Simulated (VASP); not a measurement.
# NaI (Fm-3m) in VASP: notebook

The runs below take NaI through single point, with PBE.

Program: VASP 6.6.1. These are calculated values, not measurements. Logs are shortened: lines on timing, memory, paths and dates and some standing lists are left out, and cuts for length are marked.

### Step 1. The cell of the first run

It takes space group Fm-3m (No. 225, cubic). The conventional cell has a = 6.342 Å, b = 6.342 Å, c = 6.342 Å, α = 90.00°, β = 90.00°, γ = 90.00°. Within 4.2 Å of Na (site symmetry m-3m) lie 6 I at 3.17 Å. Within 4.2 Å of I (site symmetry m-3m) lie 6 Na at 3.17 Å.

### Step 2. Single point, PBE (31.88 Å³/atom)

The input, INCAR:

```
SYSTEM = NaI
PREC = Accurate
ENCUT = 520
EDIFF = 1E-6
ISMEAR = -1
SIGMA = 0.02
LREAL = .False.
LASPH = .True.
NELM = 80
ALGO = Normal
ISIF = 2
LWAVE = .False.
LCHARG = .False.
GGA = PE
NBANDS = 14
```

The input, KPOINTS:

```
Automatic mesh
0
Gamma
  8 8 8
  0 0 0
```

The input, POSCAR:

```
NaI
1.0
    0.0000000000      3.1708944983      3.1708944983
    3.1708944983      0.0000000000      3.1708944983
    3.1708944983      3.1708944983      0.0000000000
Na I
1 1
Direct
    0.0000000000      0.0000000000      0.0000000000
    0.5000000000      0.5000000000      0.5000000000
```

Potentials or basis: VASP PAW PBE potentials, release 64 (Na_pv, I).

Run with:

```bash
$ cat potpaw_PBE.64/Na_pv/POTCAR potpaw_PBE.64/I/POTCAR > POTCAR
$ mpirun -np 1 vasp_std > vasp.out
```

OUTCAR:

```text
SYSTEM = NaI
   PREC = Accurate
   ENCUT = 520
   EDIFF = 1E-6
   ISMEAR = -1
   LREAL = .False.
   LASPH = .True.
   NELM = 80
   ISIF = 2
   GGA = PE

 ion  position               nearest neighbor table
   1  0.000  0.000  0.000-   2 3.17   2 3.17   2 3.17   2 3.17   2 3.17   2 3.17
   2  0.500  0.500  0.500-   1 3.17   1 3.17   1 3.17   1 3.17   1 3.17   1 3.17

  LATTYP: Found a face centered cubic cell.
 ALAT       =     6.3417889966

  Lattice vectors:

 A1 = (   0.0000000000,   3.1708944983,   3.1708944983)
 A2 = (   3.1708944983,   0.0000000000,   3.1708944983)
 A3 = (   3.1708944983,   3.1708944983,   0.0000000000)

Analysis of symmetry for initial positions (statically):
=====================================================================
 Subroutine PRICEL returns:
 Original cell was already a primitive cell.

 Routine SETGRP: Setting up the symmetry group for a
 face centered cubic supercell.

 Subroutine GETGRP returns: Found 48 space group operations
 (whereof 48 operations were pure point group operations)
 out of a pool of 48 trial point group operations.

The static configuration has the point symmetry O_h .

Analysis of symmetry for dynamics (positions and initial velocities):
=====================================================================
 Subroutine PRICEL returns:
 Original cell was already a primitive cell.

 Routine SETGRP: Setting up the symmetry group for a
 face centered cubic supercell.

 Subroutine GETGRP returns: Found 48 space group operations
 (whereof 48 operations were pure point group operations)
 out of a pool of 48 trial point group operations.

The dynamic configuration has the point symmetry O_h .

 Subroutine INISYM returns: Found 48 space group operations
 (whereof 48 operations are pure point group operations),
 and found     1 'primitive' translations

----------------------------------------------------------------------------------------

                                     Primitive cell

  volume of cell :      63.7640

  direct lattice vectors                    reciprocal lattice vectors
     0.000000000  3.170894498  3.170894498    -0.157684212  0.157684212  0.157684212
     3.170894498  0.000000000  3.170894498     0.157684212 -0.157684212  0.157684212
     3.170894498  3.170894498  0.000000000     0.157684212  0.157684212 -0.157684212

  length of vectors
     4.484322004  4.484322004  4.484322004     0.273117067  0.273117067  0.273117067

  position of ions in fractional coordinates (direct lattice)
     0.000000000  0.000000000  0.000000000
     0.500000000  0.500000000  0.500000000

  ion indices of the primitive-cell ions
   primitive index   ion index
                 1           1
                 2           2

----------------------------------------------------------------------------------------

 KPOINTS: Automatic mesh

Automatic generation of k-mesh.
 Grid dimensions read from file:
 generate k-points for:    8    8    8

 Generating k-lattice:

  Cartesian coordinates                     Fractional coordinates (reciprocal lattice)
    -0.019710526  0.019710526  0.019710526     0.125000000  0.000000000  0.000000000
     0.019710526 -0.019710526  0.019710526     0.000000000  0.125000000  0.000000000
     0.019710526  0.019710526 -0.019710526     0.000000000  0.000000000  0.125000000

  Length of vectors
     0.034139633  0.034139633  0.034139633

  Shift w.r.t. Gamma in fractional coordinates (k-lattice)
     0.000000000  0.000000000  0.000000000

 Subroutine IBZKPT returns following result:
 ===========================================

 Found     29 irreducible k-points:

 Following reciprocal coordinates:
            Coordinates               Weight
  0.000000  0.000000  0.000000      1.000000
  0.125000  0.000000  0.000000      8.000000
  0.250000  0.000000  0.000000      8.000000
  0.375000  0.000000  0.000000      8.000000
  0.500000  0.000000  0.000000      4.000000
  0.125000  0.125000  0.000000      6.000000
[... 16 lines left out ...]
  0.500000  0.250000  0.125000     48.000000
 -0.375000  0.250000  0.125000     24.000000
 [... further k-points ...]
   k-points           NKPTS =     29   k-points in BZ     NKDIM =     29   number of bands    NBANDS=     14
   number of dos      NEDOS =    301   number of ions     NIONS =      2
   total plane-waves  NPLWV =  46656
   dimension x,y,z NGX =    36 NGY =   36 NGZ =   36
   dimension x,y,z NGXF=    72 NGYF=   72 NGZF=   72
   ions per type =               1   1
   NGX,Y,Z   is equivalent  to a cutoff of  13.35, 13.35, 13.35 a.u.
   NGXF,Y,Z  is equivalent  to a cutoff of  26.69, 26.69, 26.69 a.u.
 SYSTEM =  NaI
   PREC   = accura    normal or accurate (medium, high low for compatibility)
   ISTART =      0    job   : 0-new  1-cont  2-samecut
   ICHARG =      2    charge: 1-file 2-atom 10-const
   ISPIN  =      1    spin polarized calculation?
   LNONCOLLINEAR =      F non collinear calculations
   LSORBIT =      F    spin-orbit coupling
   LASPH  =      T    aspherical Exc in radial PAW
   ENCUT  =  520.0 eV  38.22 Ry    6.18 a.u.   8.34  8.34  8.34*2*pi/ulx,y,z
   NELM   =     80;   NELMIN=  2; NELMDL= -5     # of ELM steps
   EDIFF  = 0.1E-05   stopping-criterion for ELM
   LREAL  =      F    real-space projection
[... 7 lines left out ...]
   TEBEG  =    0.0;   TEEND  =   0.0 temperature during run
   PSTRESS=    0.0 pullay stress
   NELECT =      14.0000    total number of electrons
   NUPDOWN=      -1.0000    fix difference up-down
   EMIN   =  10.00;   EMAX   =-10.00  energy-range for DOS
   EFERMI =   0.00;   METHOD = LEGACY
   ISMEAR =    -1;   SIGMA  =   0.02  broadening in eV -4-tet -1-fermi 0-gaus
   EFERMI_NEDOS =   21; number of points for ismear=-14 and -15
   IALGO  =     38    algorithm
   IMIX   =      4    mixing-type and parameters
     AMIX     =   0.40;   BMIX     =  1.00
     AMIX_MAG =   1.60;   BMIX_MAG =  1.00
  volume/ion in A,a.u.               =      31.88       215.15
  Fermi-wavevector in a.u.,A,eV,Ry     =   0.987626  1.866342 13.271184  0.975405
  Thomas-Fermi vector in A             =   2.119093
   LORBIT       =      0    0 simple, 1 ext, 2 COOP (PROOUT), +10 PAW based schemes
   GGA     = PE    functional components
   LHFCALC =     F    Hartree Fock is set to
   AEXX    =    0.0000 exact exchange contribution
   IVDW    =     0    specifies the selected vdW correction
   LEPSILON=     F    determine dielectric tensor
   LRPA    =     F    only Hartree local field effects (RPA)
 non-spin polarized calculation
  energy-cutoff  :      520.00
  volume of cell :       63.76
 maximum number of plane-waves:      1759
 NGX is ok and might be reduce to    36
   NGX = 17   NGY = 17   NGZ = 17

 number of electron      14.0000005 magnetization

 Free energy of the ion-electron system (eV)
  ---------------------------------------------------
  ext. energy  EPLUGINS =         0.00000000
  ---------------------------------------------------
  free energy    TOTEN  =        -5.35961328 eV

  energy without entropy =       -5.35961328  energy(sigma->0) =       -5.35961328

 E-fermi :   1.7414     XC(G=0):  -7.9547

 val. band max:        1.2504444404   @ k =   0.0000   0.0000   0.0000
 cond. band min:       5.0635049312   @ k =   0.0000   0.0000   0.0000
 fundamental gap:      3.8130604908
 Fermi energy:         1.7413535710

 k-point     1 :       0.0000    0.0000    0.0000
  band No.  band energies     occupation
      1     -21.1260      2.00000
      2     -21.1259      2.00000
      3     -21.1259      2.00000
      4      -9.9349      2.00000
      5       1.2504      2.00000
      6       1.2504      2.00000
      7       1.2504      2.00000
      8       5.0635      0.00000
      9       9.1757      0.00000
     10       9.1757      0.00000
     11       9.1757      0.00000
     12      11.0978      0.00000
     13      11.0978      0.00000
     14      11.7210      0.00000

 k-point     2 :       0.1250    0.0000    0.0000
  band No.  band energies     occupation
      1     -21.1270      2.00000
      2     -21.1260      2.00000
      3     -21.1260      2.00000
      4      -9.8838      2.00000
      5       0.7413      2.00000
      6       1.1993      2.00000
      7       1.1993      2.00000
      8       5.6110      0.00000
      9       8.8168      0.00000
     10       9.3418      0.00000
     11       9.3418      0.00000
     12      10.6768      0.00000
     13      10.6768      0.00000
     14      12.3582      0.00000

 k-point     3 :       0.2500    0.0000    0.0000
  band No.  band energies     occupation
      1     -21.1296      2.00000
      2     -21.1262      2.00000
      3     -21.1262      2.00000
      4      -9.7548      2.00000
      5      -0.1736      2.00000
      6       1.0821      2.00000
      7       1.0821      2.00000
      8       6.3287      0.00000
      9       8.8913      0.00000
     10       9.2636      0.00000
     11       9.2636      0.00000
     12      10.8891      0.00000
     13      10.8891      0.00000
     14      11.8734      0.00000

 k-point     4 :       0.3750    0.0000    0.0000
  band No.  band energies     occupation
      1     -21.1322      2.00000
      2     -21.1263      2.00000
      3     -21.1263      2.00000
      4      -9.6171      2.00000
      5      -0.8912      2.00000
      6       0.9725      2.00000
      7       0.9725      2.00000
      8       6.4062      0.00000
      9       8.8934      0.00000
     10       8.8934      0.00000
     11       9.9307      0.00000
     12      11.4985      0.00000
     13      12.1516      0.00000
     14      12.1516      0.00000

 k-point     5 :       0.5000    0.0000    0.0000
  band No.  band energies     occupation
      1     -21.1333      2.00000
      2     -21.1264      2.00000
      3     -21.1264      2.00000
      4      -9.5571      2.00000
      5      -1.1572      2.00000
      6       0.9291      2.00000
      7       0.9291      2.00000
      8       6.3570      0.00000
      9       8.7446      0.00000
     10       8.7446      0.00000
     11      10.4407      0.00000
[... 276 lines left out ...]
 k-point    22 :       0.3750    0.2500    0.1250
  band No.  band energies     occupation
      1     -21.1300      2.00000
      2     -21.1275      2.00000
      3     -21.1265      2.00000
      4      -9.6624      2.00000
      5      -0.3363      2.00000
      6       0.5898      2.00000
      7       0.9203      2.00000
      8       7.1620      0.00000
      9       7.9572      0.00000
     10       8.4722      0.00000
     11      10.1432      0.00000
     12      10.5596      0.00000
     13      12.6493      0.00000
     14      14.0664      0.00000

 k-point    23 :       0.5000    0.2500    0.1250
  band No.  band energies     occupation
      1     -21.1313      2.00000
      2     -21.1280      2.00000
      3     -21.1268      2.00000
      4      -9.5539      2.00000
      5      -0.7066      2.00000
      6       0.3134      2.00000
      7       0.7760      2.00000
      8       7.3911      0.00000
      9       7.9199      0.00000
     10       8.7582      0.00000
     11       9.8983      0.00000
     12      11.6460      0.00000
     13      13.5271      0.00000
     14      13.8100      0.00000

 k-point    24 :      -0.3750    0.2500    0.1250
  band No.  band energies     occupation
      1     -21.1319      2.00000
      2     -21.1281      2.00000
      3     -21.1270      2.00000
      4      -9.5073      2.00000
      5      -0.8608      2.00000
      6       0.2269      2.00000
      7       0.7017      2.00000
      8       7.4557      0.00000
      9       7.6417      0.00000
     10       9.6431      0.00000
     11       9.7442      0.00000
     12      11.9100      0.00000
     13      12.9965      0.00000
     14      14.1626      0.00000

 [... further k-points ...]
[... 5 lines left out ...]
  --------------------------------------------------------------------------------------
  -------------------------------------------------------------------------------------
  Total        0.6578334      0.6578334      0.6578334      0.0000000     -0.0000000      0.0000000
  in kB       16.5291727     16.5291727     16.5291727      0.0000000     -0.0000000      0.0000000
  external PRESSURE =      16.5291727 kB  Pullay stress =       0.0000000 kB

 VOLUME and BASIS-vectors are now :
 -----------------------------------------------------------------------------
  energy-cutoff  :      520.00
  volume of cell :       63.76
      direct lattice vectors                 reciprocal lattice vectors
     0.000000000  3.170894498  3.170894498    -0.157684212  0.157684212  0.157684212
     3.170894498  0.000000000  3.170894498     0.157684212 -0.157684212  0.157684212
     3.170894498  3.170894498  0.000000000     0.157684212  0.157684212 -0.157684212

 POSITION                                       TOTAL-FORCE (eV/Angst)
 -----------------------------------------------------------------------------------
      0.00000      0.00000      0.00000         0.000000      0.000000      0.000000
      3.17089      3.17089      3.17089         0.000000      0.000000      0.000000
 -----------------------------------------------------------------------------------
    total drift:                                0.000000      0.000000      0.000000

  FREE ENERGIE OF THE ION-ELECTRON SYSTEM (eV)
  ---------------------------------------------------
  free  energy   TOTEN  =        -5.3596132794 eV

  energy  without entropy=       -5.3596132794  energy(sigma->0) =       -5.35961328
```

Wall time 27 s (1 thread of Intel Xeon 8259CL, shared host); peak memory 0.21 GiB.

Results:

- Free energy: -5.3596 eV
- Pressure: 1.7 GPa
- Band gap on the k mesh: 3.81 eV

Caveat: spin-orbit coupling is left out, which moves the levels of the heavy elements.

### Step 3. Single point, PBE (33.22 Å³/atom)

This run uses another cell than the first one, of 33.22 Å³/atom.

The input, INCAR:

```
SYSTEM = NaI
PREC = Accurate
ENCUT = 520
EDIFF = 1E-6
ISMEAR = -1
SIGMA = 0.02
LREAL = .FALSE.
LASPH = .TRUE.
NELM = 60
ALGO = Normal
ISIF = 2
LWAVE = .FALSE.
LCHARG = .FALSE.
GGA = PE
NBANDS = 14
```

The input, KPOINTS:

```
Automatic mesh
0
G
  8 8 8
  0 0 0
```

The input, POSCAR:

```
NaI
1.0
    0.0000000000      3.2146785402      3.2146785402
    3.2146785402      0.0000000000      3.2146785402
    3.2146785402      3.2146785402      0.0000000000
Na I
1 1
Direct
    0.0000000000      0.0000000000      0.0000000000
    0.5000000000      0.5000000000      0.5000000000
```

Potentials or basis: VASP PAW PBE potentials, release 64 (Na_pv, I).

Run with:

```bash
$ cat potpaw_PBE.64/Na_pv/POTCAR potpaw_PBE.64/I/POTCAR > POTCAR
$ mpirun -np 1 vasp_std > vasp.out
```

It took 33 s on 1 thread of Intel Xeon 8259CL, shared host; peak memory 0.21 GiB.

The run converged. Its results:

```yaml
Free_energy: -5.3798 eV
Pressure: 0.8 GPa
Band_gap_on_the_k_mesh: 3.70 eV
```

Levels at points of the mesh, in eV from the valence-band top:
```csv
k point,band 5,band 6,band 7,band 8,band 9,band 10
"(0.00, 0.00, 0.00)",0.00,0.00,0.00,3.70,7.93,7.93
"(0.50, 0.00, 0.00)",-2.25,-0.29,-0.29,5.10,7.46,7.46
"(0.50, 0.50, 0.00)",-1.97,-0.77,-0.77,4.51,5.52,10.00
```

Caveat: spin-orbit coupling is left out, which moves the levels of the heavy elements.

### Step 4. Single point, PBE (34.58 Å³/atom)

This run uses another cell than the first one, of 34.58 Å³/atom.

The input, INCAR:

```
PREC     = Accurate       # precision mode
ENCUT    = 520            # plane-wave cutoff, eV
EDIFF    = 1E-6           # SCF threshold, eV
ISMEAR   = -1             # smearing method
SIGMA    = 0.02           # smearing width, eV
LREAL    = F              # projectors in reciprocal space
LASPH    = T              # aspherical terms in the spheres
NELM     = 60             # most SCF steps
ALGO     = Normal         # electronic algorithm
ISIF     = 2              # what is computed and relaxed
LWAVE    = F              # write WAVECAR
LCHARG   = F              # write CHGCAR
GGA      = PE             # functional
NBANDS   = 14             # bands
```

The input, KPOINTS:

```
Automatic mesh
0
Gamma
  8 8 8
```

The input, POSCAR:

```
NaI
1.0
    0.0000000000      3.2578337372      3.2578337372
    3.2578337372      0.0000000000      3.2578337372
    3.2578337372      3.2578337372      0.0000000000
Na I
1 1
Direct
    0.0000000000      0.0000000000      0.0000000000
    0.5000000000      0.5000000000      0.5000000000
```

Run with:

```bash
$ cat potpaw_PBE.64/Na_pv/POTCAR potpaw_PBE.64/I/POTCAR > POTCAR
$ mpirun -np 1 vasp_std > vasp.out
```

It took 38 s on 1 thread of Intel Xeon 8259CL, shared host; peak memory 0.21 GiB.

Results (log left out):

```yaml
Free_energy: -5.3874 eV
Pressure: 0.1 GPa
Band_gap_on_the_k_mesh: 3.59 eV
```

Levels at points of the mesh, in eV from the valence-band top:
| k point | band 3 | band 4 | band 5 | band 6 | band 7 | band 8 | band 9 | band 10 | band 11 | band 12 |
| --- | --- | --- | --- | --- | --- | --- | --- | --- | --- | --- |
| (0.00, 0.00, 0.00) | -22.46 | -10.97 | 0.00 | 0.00 | 0.00 | 3.59 | 7.93 | 7.93 | 7.93 | 9.71 |
| (0.50, 0.00, 0.00) | -22.46 | -10.67 | -2.11 | -0.27 | -0.27 | 5.09 | 7.43 | 7.43 | 8.58 | 10.26 |
| (0.50, 0.50, 0.00) | -22.47 | -10.60 | -1.84 | -0.72 | -0.72 | 4.48 | 5.59 | 9.75 | 11.18 | 11.18 |

Caveat: spin-orbit coupling is left out, which moves the levels of the heavy elements.

[end of part 1 of 2]
